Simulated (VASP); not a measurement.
# MoH5 (F-43m) in VASP: a series of runs, part 2 of 2

VASP 6.6.1. The steps go on from the part before.

### 3 Relaxation of cell and atoms, PBE

This run uses another cell than the first one, of 9.58 Å³/atom, 1.989 times its volume.

The input, INCAR:

```
ALGO     = Normal         # electronic algorithm
EDIFF    = 1E-6           # SCF threshold, eV
EDIFFG   = -0.04          # ionic threshold
ENCUT    = 600            # plane-wave cutoff, eV
GGA      = PE             # functional
IBRION   = 2              # ionic algorithm
ISIF     = 3              # what is computed and relaxed
ISMEAR   = 0              # smearing method
LASPH    = True           # aspherical terms in the spheres
LCHARG   = False          # write CHGCAR
LREAL    = False          # projectors in reciprocal space
LWAVE    = False          # write WAVECAR
NELM     = 80             # most SCF steps
NSW      = 90             # ionic steps
PREC     = Accurate       # precision mode
SIGMA    = 0.1            # smearing width, eV
```

The input, KPOINTS:

```
k-points
0
Gamma
  6 6 6
```

The input, POSCAR:

```
MoH5
1.0
    0.0000000000      3.0630994500      3.0630994500
    3.0630994500      0.0000000000      3.0630994500
    3.0630994500      3.0630994500      0.0000000000
H Mo
5 1
Direct
    0.2500000000      0.2500000000      0.2500000000
    0.6242626200      0.1272121400      0.6242626200
    0.6242626200      0.6242626200      0.1272121400
    0.6242626200      0.6242626200      0.6242626200
    0.1272121400      0.6242626200      0.6242626200
    0.0000000000      0.0000000000      0.0000000000
```

Potentials or basis: VASP PAW PBE potentials, release 64 (H, Mo_sv).

Run with:

```
cat potpaw_PBE.64/H/POTCAR potpaw_PBE.64/Mo_sv/POTCAR > POTCAR
mpirun -np 1 vasp_std > vasp.out
```

OUTCAR:

```text
EDIFF = 1E-6
   EDIFFG = -0.04
   ENCUT = 600
   GGA = PE
   IBRION = 2
   ISIF = 3
   ISMEAR = 0
   LASPH = True
   LREAL = False
   NELM = 80
   NSW = 90
   PREC = Accurate

 ion  position               nearest neighbor table
   1  0.250  0.250  0.250-
   2  0.624  0.127  0.624-
   3  0.624  0.624  0.127-
   4  0.624  0.624  0.624-
   5  0.127  0.624  0.624-
   6  0.000  0.000  0.000-

  LATTYP: Found a face centered cubic cell.
 ALAT       =     6.1261989000

  Lattice vectors:

 A1 = (   0.0000000000,   3.0630994500,   3.0630994500)
 A2 = (   3.0630994500,   0.0000000000,   3.0630994500)
 A3 = (   3.0630994500,   3.0630994500,   0.0000000000)

Analysis of symmetry for initial positions (statically):
=====================================================================
 Subroutine PRICEL returns:
 Original cell was already a primitive cell.

 Routine SETGRP: Setting up the symmetry group for a
 face centered cubic supercell.

 Subroutine GETGRP returns: Found 24 space group operations
 (whereof 24 operations were pure point group operations)
 out of a pool of 48 trial point group operations.

The static configuration has the point symmetry T_d .

Analysis of symmetry for dynamics (positions and initial velocities):
=====================================================================
 Subroutine PRICEL returns:
 Original cell was already a primitive cell.

 Routine SETGRP: Setting up the symmetry group for a
 face centered cubic supercell.

 Subroutine GETGRP returns: Found 24 space group operations
 (whereof 24 operations were pure point group operations)
 out of a pool of 48 trial point group operations.

The dynamic configuration has the point symmetry T_d .

 Subroutine INISYM returns: Found 24 space group operations
 (whereof 24 operations are pure point group operations),
 and found     1 'primitive' translations

----------------------------------------------------------------------------------------

                                     Primitive cell

  volume of cell :      57.4795

  direct lattice vectors                    reciprocal lattice vectors
     0.000000000  3.063099450  3.063099450    -0.163233355  0.163233355  0.163233355
     3.063099450  0.000000000  3.063099450     0.163233355 -0.163233355  0.163233355
     3.063099450  3.063099450  0.000000000     0.163233355  0.163233355 -0.163233355

  length of vectors
     4.331876785  4.331876785  4.331876785     0.282728464  0.282728464  0.282728464

  position of ions in fractional coordinates (direct lattice)
     0.250000000  0.250000000  0.250000000
     0.624262620  0.127212140  0.624262620
     0.624262620  0.624262620  0.127212140
     0.624262620  0.624262620  0.624262620
     0.127212140  0.624262620  0.624262620
     0.000000000  0.000000000  0.000000000

  ion indices of the primitive-cell ions
   primitive index   ion index
                 1           1
                 2           2
                 3           3
                 4           4
                 5           5
                 6           6

----------------------------------------------------------------------------------------

 KPOINTS: k-points

Automatic generation of k-mesh.
 Grid dimensions read from file:
 generate k-points for:    6    6    6

 Generating k-lattice:

  Cartesian coordinates                     Fractional coordinates (reciprocal lattice)
    -0.027205559  0.027205559  0.027205559     0.166666667  0.000000000  0.000000000
     0.027205559 -0.027205559  0.027205559     0.000000000  0.166666667  0.000000000
     0.027205559  0.027205559 -0.027205559     0.000000000  0.000000000  0.166666667

  Length of vectors
     0.047121411  0.047121411  0.047121411

  Shift w.r.t. Gamma in fractional coordinates (k-lattice)
     0.000000000  0.000000000  0.000000000

 Subroutine IBZKPT returns following result:
 ===========================================

 Found     16 irreducible k-points:

 Following reciprocal coordinates:
            Coordinates               Weight
  0.000000  0.000000  0.000000      1.000000
  0.166667  0.000000  0.000000      8.000000
  0.333333  0.000000  0.000000      8.000000
  0.500000  0.000000  0.000000      4.000000
  0.166667  0.166667  0.000000      6.000000
  0.333333  0.166667  0.000000     24.000000
[... 8 lines left out ...]
 -0.333333  0.333333  0.166667     24.000000
 -0.333333  0.500000  0.166667     12.000000
   k-points           NKPTS =     16   k-points in BZ     NKDIM =     16   number of bands    NBANDS=     13
   number of dos      NEDOS =    301   number of ions     NIONS =      6
   total plane-waves  NPLWV =  46656
   dimension x,y,z NGX =    36 NGY =   36 NGZ =   36
   dimension x,y,z NGXF=    72 NGYF=   72 NGZF=   72
   ions per type =               5   1
   NGX,Y,Z   is equivalent  to a cutoff of  13.82, 13.82, 13.82 a.u.
   NGXF,Y,Z  is equivalent  to a cutoff of  27.63, 27.63, 27.63 a.u.
 SYSTEM =  unknown system
   PREC   = accura    normal or accurate (medium, high low for compatibility)
   ISTART =      0    job   : 0-new  1-cont  2-samecut
   ICHARG =      2    charge: 1-file 2-atom 10-const
   ISPIN  =      1    spin polarized calculation?
   LNONCOLLINEAR =      F non collinear calculations
   LSORBIT =      F    spin-orbit coupling
   LASPH  =      T    aspherical Exc in radial PAW
   ENCUT  =  600.0 eV  44.10 Ry    6.64 a.u.   8.65  8.65  8.65*2*pi/ulx,y,z
   NELM   =     80;   NELMIN=  2; NELMDL= -5     # of ELM steps
   EDIFF  = 0.1E-05   stopping-criterion for ELM
   LREAL  =      F    real-space projection
   EDIFFG = -.4E-01   stopping-criterion for IOM
   NSW    =     90    number of steps for IOM
   IBRION =      2    ionic relax: 0-MD 1-quasi-New 2-CG
   NFREE  =      1    steps in history (QN), initial steepest desc. (CG)
   ISIF   =      3    stress and relaxation
   ISYM   =      2    0-nonsym 1-usesym 2-fastsym
   POTIM  = 0.5000    time-step for ionic-motion
   TEBEG  =    0.0;   TEEND  =   0.0 temperature during run
   PSTRESS=    0.0 pullay stress
   NELECT =      19.0000    total number of electrons
   NUPDOWN=      -1.0000    fix difference up-down
   EMIN   =  10.00;   EMAX   =-10.00  energy-range for DOS
   EFERMI =   0.00;   METHOD = LEGACY
   ISMEAR =     0;   SIGMA  =   0.10  broadening in eV -4-tet -1-fermi 0-gaus
   EFERMI_NEDOS =   21; number of points for ismear=-14 and -15
   IALGO  =     38    algorithm
   IMIX   =      4    mixing-type and parameters
     AMIX     =   0.40;   BMIX     =  1.00
     AMIX_MAG =   1.60;   BMIX_MAG =  1.00
  volume/ion in A,a.u.               =       9.58        64.65
  Fermi-wavevector in a.u.,A,eV,Ry     =   1.131935  2.139048 17.432839  1.281278
  Thomas-Fermi vector in A             =   2.268635
   LORBIT       =      0    0 simple, 1 ext, 2 COOP (PROOUT), +10 PAW based schemes
   GGA     = PE    functional components
   LHFCALC =     F    Hartree Fock is set to
   AEXX    =    0.0000 exact exchange contribution
   IVDW    =     0    specifies the selected vdW correction
   LEPSILON=     F    determine dielectric tensor
   LRPA    =     F    only Hartree local field effects (RPA)
 conjugate gradient relaxation of ions
 non-spin polarized calculation
 Gauss-broadening in eV      SIGMA  =   0.10
  energy-cutoff  :      600.00
  volume of cell :       57.48
 maximum number of plane-waves:      1936
 NGX is ok and might be reduce to    36
   NGX = 17   NGY = 17   NGZ = 17

--------------------------------------- Ionic step        1  -------------------------------------------

 number of electron      19.0000001 magnetization

 Free energy of the ion-electron system (eV)
  ---------------------------------------------------
  ext. energy  EPLUGINS =         0.00000000
  ---------------------------------------------------
  free energy    TOTEN  =       -19.01029090 eV

  energy without entropy =      -18.98480321  energy(sigma->0) =      -18.99754705

 E-fermi :   1.8626     XC(G=0):  -9.4560

 val. band max:        1.8568717102   @ k =   0.5000   0.5000   0.0000
 cond. band min:       1.8761873400   @ k =   0.5000   0.0000   0.0000
 fundamental gap:      0.0193156298
 Fermi energy:         1.8626241382

 k-point     1 :       0.0000    0.0000    0.0000
  band No.  band energies     occupation
      1     -59.7834      2.00000
      2     -33.7603      2.00000
      3     -33.7603      2.00000
      4     -33.7603      2.00000
      5      -6.0254      2.00000
      6       0.4299      2.00000
      7       0.4299      2.00000
      8       0.4299      2.00000
      9       1.5191      2.00000
     10       1.5191      2.00000
     11       1.6649      1.99482
     12       3.7823      0.00000
[... 819 lines left out ...]
  energy  without entropy=      -24.0889882533  energy(sigma->0) =      -24.09471802

--------------------------------------- Ionic step        9  -------------------------------------------

 number of electron      19.0000000 magnetization

 Free energy of the ion-electron system (eV)
  ---------------------------------------------------
  ext. energy  EPLUGINS =         0.00000000
  ---------------------------------------------------
  free energy    TOTEN  =       -24.10246358 eV

  energy without entropy =      -24.09096764  energy(sigma->0) =      -24.09671561

 E-fermi :   8.8064     XC(G=0): -12.4296

 val. band max:        8.5035898274   @ k =   0.3333   0.3333   0.0000
 cond. band min:       8.8139100633   @ k =   0.5000   0.5000   0.0000
 fundamental gap:      0.3103202360
 Fermi energy:         8.8064497289

 k-point     1 :       0.0000    0.0000    0.0000
  band No.  band energies     occupation
      1     -53.0273      2.00000
      2     -27.0351      2.00000
      3     -27.0351      2.00000
      4     -27.0351      2.00000
      5      -4.9170      2.00000
      6       5.1113      2.00000
      7       5.1113      2.00000
      8       5.1113      2.00000
      9       7.6944      2.00000
     10       7.6944      2.00000
     11       7.7187      2.00000
     12      11.8303      0.00000
[... 272 lines left out ...]
  FREE ENERGIE OF THE ION-ELECTRON SYSTEM (eV)
  ---------------------------------------------------
  free  energy   TOTEN  =       -24.1024635817 eV

  energy  without entropy=      -24.0909676444  energy(sigma->0) =      -24.09671561

 reached required accuracy - stopping structural energy minimisation
```

Wall time 59 s (1 thread of Intel Xeon 6975P-C (Granite Rapids), shared host); peak memory 0.23 GiB.

Results:

```
Free energy                            : -24.1025 eV
Relaxed volume                         : 4.82 Å³/atom
Relaxed cell                           : a = 3.444 Å, b = 3.444 Å, c = 3.444 Å, α = 60.00°, β = 60.00°, γ = 60.00°
Space group after relaxing (to 0.05 Å) : F-43m (No. 216)
Energy gained by relaxing              : 848.7 meV/atom
Ionic steps                            : 9
Pressure after relaxing                : 0.0 GPa
Largest force after relaxing           : 0.028 eV/Å
```

Forces in eV/Å, atoms in the order of the input:
```
H    0.000  0.000  0.000
H   -0.016  0.016 -0.016
H   -0.016 -0.016  0.016
H    0.016  0.016  0.016
H    0.016 -0.016 -0.016
Mo   0.000  0.000  0.000
```

The path:
| step | energy change (eV) | largest force (eV/Å) | pressure (GPa) | volume (Å³) |
| --- | --- | --- | --- | --- |
| 1 | 0.0000 | 0.3534 | -32.12 | 57.48 |
| 2 | -3.0677 | 0.2873 | -33.27 | 42.94 |
| 3 | 7.9320 | 2.0529 | 505.91 | 14.33 |
| 4 | -4.2513 | 0.2606 | -27.73 | 36.78 |
| 5 | -4.7788 | 0.1540 | 31.44 | 25.35 |
| 6 | -5.0680 | 0.0879 | -6.49 | 30.01 |
| 7 | -5.0914 | 0.0493 | -0.95 | 29.04 |
| 8 | -5.0902 | 0.0300 | 1.92 | 28.60 |
| 9 | -5.0922 | 0.0283 | 0.05 | 28.90 |

Final structure:
```cif
data_structure
_symmetry_space_group_name_H-M 'P 1'
_symmetry_Int_Tables_number 1
_cell_length_a 3.4444
_cell_length_b 3.4444
_cell_length_c 3.4444
_cell_angle_alpha 60.000
_cell_angle_beta 60.000
_cell_angle_gamma 60.000
_cell_volume 28.90
loop_
_atom_site_label
_atom_site_type_symbol
_atom_site_fract_x
_atom_site_fract_y
_atom_site_fract_z
_atom_site_occupancy
H1 H 0.25000 0.25000 0.25000 1
H2 H 0.62629 0.12112 0.62629 1
H3 H 0.62629 0.62629 0.12112 1
H4 H 0.62629 0.62629 0.62629 1
H5 H 0.12112 0.62629 0.62629 1
Mo1 Mo 0.00000 0.00000 0.00000 1
```

Caveat: the volume moved by over 15 % at a fixed basis, so the end points are rough.
